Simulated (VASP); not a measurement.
# BaTiO3 (Pm-3m) in VASP: settings compared

Aim: see how the results for BaTiO3 move with the level of theory and the settings. Levels: r2SCAN0, HSE06. Tasks: single point.

Program: VASP 6.6.1. These are calculated values, not measurements. Logs are shortened: lines on timing, memory, paths and dates and some standing lists are left out, and cuts for length are marked.

## (1) The cell of the first run

Symmetry: Pm-3m, No. 221, cubic system. The conventional cell has a = 3.994 Å, b = 3.994 Å, c = 3.994 Å, α = 90.00°, β = 90.00°, γ = 90.00°. Ba (site symmetry m-3m) has 12 O at 2.82 Å and 8 Ti at 3.46 Å within 3.7 Å. Ti (site symmetry m-3m) has 6 O at 2.00 Å within 2.6 Å. O (site symmetry 4/mmm) has 2 Ti at 2.00 Å within 2.6 Å.

## (2) Single point, r2SCAN0

File POSCAR:

```
BaTiO3
1.0
    3.9940950307      0.0000000000      0.0000000000
    0.0000000000      3.9940950307      0.0000000000
    0.0000000000      0.0000000000      3.9940950307
Ba Ti O
1 1 3
Direct
    0.5000000000      0.5000000000      0.5000000000
    0.0000000000      0.0000000000      0.0000000000
    0.5000000000      0.0000000000      0.0000000000
    0.0000000000      0.5000000000      0.0000000000
    0.0000000000      0.0000000000      0.5000000000
```

File INCAR.step1:

```
ALGO = Normal ; EDIFF = 1E-5
ENCUT = 580 ; GGA = PE
GGA_COMPAT = F ; ISIF = 2
ISMEAR = 0 ; LASPH = T
LCHARG = F ; LREAL = F
LWAVE = T ; NBANDS = 28
NELM = 120 ; PREC = Accurate
SIGMA = 0.01
```

File INCAR.step2:

```
AEXX = 0.25 ; ALGO = Normal
EDIFF = 1E-6 ; ENCUT = 580
GGA_COMPAT = F ; ISIF = 2
ISMEAR = 0 ; ISTART = 1
LASPH = T ; LCHARG = F
LHFCALC = T ; LMIXTAU = T
LREAL = F ; LWAVE = F
METAGGA = R2SCAN ; NBANDS = 28
NELM = 120 ; PREC = Accurate
PRECFOCK = Normal ; SIGMA = 0.01
```

File KPOINTS:

```
k-points
0
Gamma
  4 4 4
```

Potentials or basis: VASP PAW PBE potentials, release 64 (Ba_sv, Ti_sv, O).

Command:

```bash
> cat potpaw_PBE.64/Ba_sv/POTCAR potpaw_PBE.64/Ti_sv/POTCAR potpaw_PBE.64/O/POTCAR > POTCAR
> cp INCAR.step1 INCAR
> mpirun -np 1 vasp_std > vasp.out
> cp INCAR.step2 INCAR
> mpirun -np 1 vasp_std > vasp.out
```

OUTCAR:

```text
AEXX = 0.25
   EDIFF = 1E-6
   ENCUT = 580
   ISIF = 2
   ISMEAR = 0
   ISTART = 1
   LASPH = T
   LHFCALC = T
   LREAL = F
   METAGGA = R2SCAN
   NELM = 120
   PREC = Accurate
   PRECFOCK = Normal

 ion  position               nearest neighbor table
   1  0.500  0.500  0.500-   3 2.82   4 2.82   5 2.82   3 2.82   4 2.82   3 2.82   5 2.82   3 2.82
                             4 2.82   5 2.82   4 2.82   5 2.82   2 3.46   2 3.46   2 3.46   2 3.46
   2  0.000  0.000  0.000-   3 2.00   4 2.00   5 2.00   5 2.00   4 2.00   3 2.00   1 3.46   1 3.46
                             1 3.46   1 3.46   1 3.46   1 3.46   1 3.46   1 3.46
   3  0.500  0.000  0.000-   2 2.00   2 2.00   1 2.82   1 2.82   1 2.82   1 2.82
   4  0.000  0.500  0.000-   2 2.00   2 2.00   1 2.82   1 2.82   1 2.82   1 2.82
   5  0.000  0.000  0.500-   2 2.00   2 2.00   1 2.82   1 2.82   1 2.82   1 2.82

  LATTYP: Found a simple cubic cell.
 ALAT       =     3.9940950307

  Lattice vectors:

 A1 = (   3.9940950307,   0.0000000000,   0.0000000000)
 A2 = (   0.0000000000,   3.9940950307,   0.0000000000)
 A3 = (   0.0000000000,   0.0000000000,   3.9940950307)

Analysis of symmetry for initial positions (statically):
=====================================================================
 Subroutine PRICEL returns:
 Original cell was already a primitive cell.

 Routine SETGRP: Setting up the symmetry group for a
 simple cubic supercell.

 Subroutine GETGRP returns: Found 48 space group operations
 (whereof 48 operations were pure point group operations)
 out of a pool of 48 trial point group operations.

The static configuration has the point symmetry O_h .

Analysis of symmetry for dynamics (positions and initial velocities):
=====================================================================
 Subroutine PRICEL returns:
 Original cell was already a primitive cell.

 Routine SETGRP: Setting up the symmetry group for a
 simple cubic supercell.

 Subroutine GETGRP returns: Found 48 space group operations
 (whereof 48 operations were pure point group operations)
 out of a pool of 48 trial point group operations.

The dynamic configuration has the point symmetry O_h .

 Subroutine INISYM returns: Found 48 space group operations
 (whereof 48 operations are pure point group operations),
 and found     1 'primitive' translations

----------------------------------------------------------------------------------------

                                     Primitive cell

  volume of cell :      63.7170

  direct lattice vectors                    reciprocal lattice vectors
     3.994095031  0.000000000  0.000000000     0.250369606  0.000000000  0.000000000
     0.000000000  3.994095031  0.000000000     0.000000000  0.250369606  0.000000000
     0.000000000  0.000000000  3.994095031     0.000000000  0.000000000  0.250369606

  length of vectors
     3.994095031  3.994095031  3.994095031     0.250369606  0.250369606  0.250369606

  position of ions in fractional coordinates (direct lattice)
     0.500000000  0.500000000  0.500000000
     0.000000000  0.000000000  0.000000000
     0.500000000  0.000000000  0.000000000
     0.000000000  0.500000000  0.000000000
     0.000000000  0.000000000  0.500000000

  ion indices of the primitive-cell ions
   primitive index   ion index
                 1           1
                 2           2
                 3           3
                 4           4
                 5           5

----------------------------------------------------------------------------------------

 KPOINTS: k-points

Automatic generation of k-mesh.
 Grid dimensions read from file:
 generate k-points for:    4    4    4

 Generating k-lattice:

  Cartesian coordinates                     Fractional coordinates (reciprocal lattice)
     0.062592402  0.000000000  0.000000000     0.250000000  0.000000000  0.000000000
     0.000000000  0.062592402  0.000000000     0.000000000  0.250000000  0.000000000
     0.000000000  0.000000000  0.062592402     0.000000000  0.000000000  0.250000000

  Length of vectors
     0.062592402  0.062592402  0.062592402

  Shift w.r.t. Gamma in fractional coordinates (k-lattice)
     0.000000000  0.000000000  0.000000000

 Subroutine IBZKPT returns following result:
 ===========================================

 Found     10 irreducible k-points:

 Following reciprocal coordinates:
            Coordinates               Weight
  0.000000  0.000000  0.000000      1.000000
  0.250000  0.000000  0.000000      6.000000
  0.500000  0.000000  0.000000      3.000000
  0.250000  0.250000  0.000000     12.000000
  0.500000  0.250000  0.000000     12.000000
  0.500000  0.500000  0.000000      3.000000
  0.250000  0.250000  0.250000      8.000000
  0.500000  0.250000  0.250000     12.000000
  0.500000  0.500000  0.250000      6.000000
  0.500000  0.500000  0.500000      1.000000
   k-points           NKPTS =     10   k-points in BZ     NKDIM =     64   number of bands    NBANDS=     28
   number of dos      NEDOS =    301   number of ions     NIONS =      5
   total plane-waves  NPLWV =  32768
   dimension x,y,z NGX =    32 NGY =   32 NGZ =   32
   dimension x,y,z NGXF=    64 NGYF=   64 NGZF=   64
   ions per type =               1   1   3
   NGX,Y,Z   is equivalent  to a cutoff of  13.32, 13.32, 13.32 a.u.
   NGXF,Y,Z  is equivalent  to a cutoff of  26.64, 26.64, 26.64 a.u.
 SYSTEM =  unknown system
   PREC   = accura    normal or accurate (medium, high low for compatibility)
   ISTART =      1    job   : 0-new  1-cont  2-samecut
   ICHARG =      0    charge: 1-file 2-atom 10-const
   ISPIN  =      1    spin polarized calculation?
   LNONCOLLINEAR =      F non collinear calculations
   LSORBIT =      F    spin-orbit coupling
   LASPH  =      T    aspherical Exc in radial PAW
   ENCUT  =  580.0 eV  42.63 Ry    6.53 a.u.   7.84  7.84  7.84*2*pi/ulx,y,z
   NELM   =    120;   NELMIN=  2; NELMDL=  0     # of ELM steps
   EDIFF  = 0.1E-05   stopping-criterion for ELM
   LREAL  =      F    real-space projection
   EDIFFG = 0.1E-04   stopping-criterion for IOM
   NSW    =      0    number of steps for IOM
   IBRION =     -1    ionic relax: 0-MD 1-quasi-New 2-CG
   NFREE  =      0    steps in history (QN), initial steepest desc. (CG)
   ISIF   =      2    stress and relaxation
   ISYM   =      3    0-nonsym 1-usesym 2-fastsym
   POTIM  = 0.5000    time-step for ionic-motion
   TEBEG  =    0.0;   TEEND  =   0.0 temperature during run
   PSTRESS=    0.0 pullay stress
   NELECT =      40.0000    total number of electrons
   NUPDOWN=      -1.0000    fix difference up-down
   EMIN   =  10.00;   EMAX   =-10.00  energy-range for DOS
   EFERMI =   0.00;   METHOD = LEGACY
   ISMEAR =     0;   SIGMA  =   0.01  broadening in eV -4-tet -1-fermi 0-gaus
   EFERMI_NEDOS =   21; number of points for ismear=-14 and -15
   IALGO  =     38    algorithm
   IMIX   =      1    mixing-type and parameters
     AMIX     =   0.40;   BMIX     =  1.00
     AMIX_MAG =   1.60;   BMIX_MAG =  1.00
  volume/ion in A,a.u.               =      12.74        86.00
  Fermi-wavevector in a.u.,A,eV,Ry     =   1.401769  2.648959 26.734852  1.964956
  Thomas-Fermi vector in A             =   2.524597
   LORBIT       =      0    0 simple, 1 ext, 2 COOP (PROOUT), +10 PAW based schemes
   METAGGA = R2SCAN    functional components
   LHFCALC =     T    Hartree Fock is set to
   PRECFOCK=normal    Normal, Fast or Accurate (Low or Medium for compatibility)
   ENCUT4O =  -1.0   cutoff for four orbital integrals eV
   NKREDX  =     1    reduce k-point grid by
   NKREDY  =     1    reduce k-point grid by
   NKREDZ  =     1    reduce k-point grid by
   AEXX    =    0.2500 exact exchange contribution
   HFSCREEN=    0.0000 screening length (either q_TF or 0.3 A-1)
   HFSCREENC=   0.0000 screening length for correlation (either q_TF or 0.3 A-1)
   ENCUTFOCK=  -1.0 apply spherical cutoff to Coloumb kernel
   IVDW    =     0    specifies the selected vdW correction
   LEPSILON=     F    determine dielectric tensor
   LRPA    =     F    only Hartree local field effects (RPA)
 non-spin polarized calculation
 Gauss-broadening in eV      SIGMA  =   0.01
  energy-cutoff  :      580.00
  volume of cell :       63.72
 maximum number of plane-waves:      2048
 NGX is ok and might be reduce to    32
  NGX = 24; NGY = 24; NGZ = 24

 number of electron      39.9999992 magnetization

 Free energy of the ion-electron system (eV)
  ---------------------------------------------------
  ext. energy  EPLUGINS =         0.00000000
  ---------------------------------------------------
  free energy    TOTEN  =       -77.09197958 eV

  energy without entropy =      -77.09197958  energy(sigma->0) =      -77.09197958

 E-fermi :   2.3395     XC(G=0):  -9.3126

 val. band max:        2.2363691410   @ k =   0.5000   0.5000   0.5000
 cond. band min:       6.4708351989   @ k =   0.0000   0.0000   0.0000
 fundamental gap:      4.2344660578
 Fermi energy:         2.3394851167

 k-point     1 :       0.0000    0.0000    0.0000
  band No.  band energies     occupation
      1     -60.3044      2.00000
      2     -34.1336      2.00000
      3     -34.1336      2.00000
      4     -34.1336      2.00000
      5     -24.3025      2.00000
      6     -16.9090      2.00000
[... 20 lines left out ...]
     27       9.9825      0.00000
     28      12.7150      0.00000

 k-point     2 :       0.2500    0.0000    0.0000
  band No.  band energies     occupation
      1     -60.3039      2.00000
      2     -34.1624      2.00000
      3     -34.1318      2.00000
      4     -34.1318      2.00000
      5     -24.2248      2.00000
      6     -16.9894      2.00000
[... 20 lines left out ...]
     27      11.2033      0.00000
     28      13.6306      0.00000

 k-point     3 :       0.5000    0.0000    0.0000
  band No.  band energies     occupation
      1     -60.3034      2.00000
      2     -34.1913      2.00000
      3     -34.1300      2.00000
      4     -34.1300      2.00000
      5     -24.1443      2.00000
      6     -17.1602      2.00000
[... 20 lines left out ...]
     27      12.8061      0.00000
     28      13.4344      0.00000

 k-point     4 :       0.2500    0.2500    0.0000
  band No.  band energies     occupation
      1     -60.3034      2.00000
      2     -34.1606      2.00000
      3     -34.1599      2.00000
      4     -34.1299      2.00000
      5     -24.1615      2.00000
      6     -16.8794      2.00000
[... 20 lines left out ...]
     27      12.3739      0.00000
     28      13.9360      0.00000

 k-point     5 :       0.5000    0.2500    0.0000
  band No.  band energies     occupation
      1     -60.3029      2.00000
      2     -34.1889      2.00000
      3     -34.1582      2.00000
      4     -34.1282      2.00000
      5     -24.0963      2.00000
      6     -16.8887      2.00000
[... 20 lines left out ...]
     27      13.9327      0.00000
     28      14.0374      0.00000

 k-point     6 :       0.5000    0.5000    0.0000
  band No.  band energies     occupation
      1     -60.3024      2.00000
      2     -34.1865      2.00000
      3     -34.1865      2.00000
      4     -34.1264      2.00000
      5     -24.0472      2.00000
      6     -16.5856      2.00000
[... 20 lines left out ...]
     27      13.4814      0.00000
     28      15.3372      0.00000

 k-point     7 :       0.2500    0.2500    0.2500
  band No.  band energies     occupation
      1     -60.3029      2.00000
      2     -34.1587      2.00000
      3     -34.1580      2.00000
      4     -34.1580      2.00000
      5     -24.1079      2.00000
      6     -16.6878      2.00000
[... 20 lines left out ...]
     27      12.6200      0.00000
     28      13.4428      0.00000

 k-point     8 :       0.5000    0.2500    0.2500
  band No.  band energies     occupation
      1     -60.3024      2.00000
      2     -34.1867      2.00000
      3     -34.1564      2.00000
      4     -34.1561      2.00000
      5     -24.0529      2.00000
      6     -16.6050      2.00000
[... 20 lines left out ...]
     27      13.5559      0.00000
     28      13.5684      0.00000

 k-point     9 :       0.5000    0.5000    0.2500
  band No.  band energies     occupation
      1     -60.3019      2.00000
      2     -34.1844      2.00000
      3     -34.1844      2.00000
      4     -34.1543      2.00000
      5     -24.0085      2.00000
      6     -16.2856      2.00000
[... 20 lines left out ...]
     27      13.3153      0.00000
     28      13.3153      0.00000

 k-point    10 :       0.5000    0.5000    0.5000
  band No.  band energies     occupation
      1     -60.3014      2.00000
      2     -34.1824      2.00000
      3     -34.1824      2.00000
      4     -34.1824      2.00000
      5     -23.9692      2.00000
      6     -15.9623      2.00000
[... 20 lines left out ...]
     27      12.9154      0.00000
     28      12.9154      0.00000

------------------------ aborting loop because EDIFF is reached ----------------------------------------

  FORCE on cell =-STRESS in cart. coord.  units (eV):
  Direction    XX          YY          ZZ          XY          YZ          ZX
  --------------------------------------------------------------------------------------
  -------------------------------------------------------------------------------------
  Total       -0.8697567     -0.8697567     -0.8697567     -0.0000000      0.0000000      0.0000000
  in kB      -21.8702218    -21.8702218    -21.8702218     -0.0000000      0.0000000      0.0000000
  external PRESSURE =     -21.8702218 kB  Pullay stress =       0.0000000 kB

 VOLUME and BASIS-vectors are now :
 -----------------------------------------------------------------------------
  energy-cutoff  :      580.00
  volume of cell :       63.72
      direct lattice vectors                 reciprocal lattice vectors
     3.994095031  0.000000000  0.000000000     0.250369606  0.000000000  0.000000000
     0.000000000  3.994095031  0.000000000     0.000000000  0.250369606  0.000000000
     0.000000000  0.000000000  3.994095031     0.000000000  0.000000000  0.250369606

 POSITION                                       TOTAL-FORCE (eV/Angst)
 -----------------------------------------------------------------------------------
      1.99705      1.99705      1.99705         0.000000      0.000000      0.000000
      0.00000      0.00000      0.00000         0.000000      0.000000      0.000000
      1.99705      0.00000      0.00000         0.000000      0.000000      0.000000
      0.00000      1.99705      0.00000         0.000000      0.000000      0.000000
      0.00000      0.00000      1.99705         0.000000      0.000000      0.000000
 -----------------------------------------------------------------------------------
    total drift:                               -0.000002      0.000008     -0.000005

  FREE ENERGIE OF THE ION-ELECTRON SYSTEM (eV)
  ---------------------------------------------------
  free  energy   TOTEN  =       -77.0919795779 eV

  energy  without entropy=      -77.0919795779  energy(sigma->0) =      -77.09197958
```

Run time: 53 min. Hardware: 1 thread of Intel Xeon Platinum 8175M at 2.50GHz (Skylake/Cascade Lake), shared host; peak memory 0.23 GiB.

Results:

| Item | Value |
| --- | --- |
| Free energy | -77.0920 eV |
| Pressure | -2.2 GPa |
| Band gap on the k mesh | 4.23 eV (least direct gap 4.34 eV) |

Caveat: the PAW data sets were made with another functional, which shifts forces and pressure a little; spin-orbit coupling is left out, which moves the levels of the heavy elements. A k mesh can miss the band edges.

## (3) Single point, HSE06

POSCAR is that of step 2.

File INCAR.step1:

```
SYSTEM = BaTiO3
PREC = Accurate ; ENCUT = 520
EDIFF = 1E-5 ; ISMEAR = 0
SIGMA = 0.01 ; LREAL = .False.
LASPH = .True. ; NELM = 120
ALGO = Normal ; ISIF = 2
LWAVE = .True. ; LCHARG = .False.
GGA = PE ; NBANDS = 28
GGA_COMPAT = .False.
```

File INCAR.step2:

```
SYSTEM = BaTiO3
PREC = Accurate ; ENCUT = 520
EDIFF = 1E-6 ; ISMEAR = 0
SIGMA = 0.01 ; LREAL = .False.
LASPH = .True. ; NELM = 120
ALGO = Normal ; ISIF = 2
LWAVE = .False. ; LCHARG = .False.
GGA = PE ; LHFCALC = .True.
HFSCREEN = 0.2079 ; PRECFOCK = Normal
ISTART = 1 ; NBANDS = 28
GGA_COMPAT = .False.
```

File KPOINTS:

```
regular mesh
0
Gamma
  4 4 4
  0 0 0
```

Potentials or basis: VASP PAW PBE potentials, release 64 (Ba_sv, Ti_sv, O).

Command:

```bash
> cat potpaw_PBE.64/Ba_sv/POTCAR potpaw_PBE.64/Ti_sv/POTCAR potpaw_PBE.64/O/POTCAR > POTCAR
> cp INCAR.step1 INCAR
> mpirun -np 1 vasp_std > vasp.out
> cp INCAR.step2 INCAR
> mpirun -np 1 vasp_std > vasp.out
```

Run time: 27 min. Hardware: 1 thread of Intel Xeon 6975P-C (Granite Rapids), shared host; peak memory 0.29 GiB.

It converged, with:

* Free energy: -48.3770 eV
* Pressure: -0.6 GPa
* Band gap on the k mesh: 3.14 eV (least direct gap 3.26 eV)

Levels at points of the mesh, in eV from the valence-band top:
```
           k point  band 17  band 18  band 19  band 20  band 21  band 22  band 23  band 24
(0.00, 0.00, 0.00)    -1.19    -0.12    -0.12    -0.12     3.14     3.14     3.14     5.29
(0.50, 0.00, 0.00)    -1.93    -1.93    -0.76    -0.76     3.32     5.08     5.08     5.30
(0.50, 0.50, 0.00)    -1.92    -0.92    -0.92    -0.09     5.10     5.10     5.62     6.25
(0.50, 0.50, 0.50)    -2.53     0.00     0.00     0.00     5.89     5.89     5.89     8.36
```

Caveat: the PAW data sets were made with another functional, which shifts forces and pressure a little; spin-orbit coupling is left out, which moves the levels of the heavy elements.
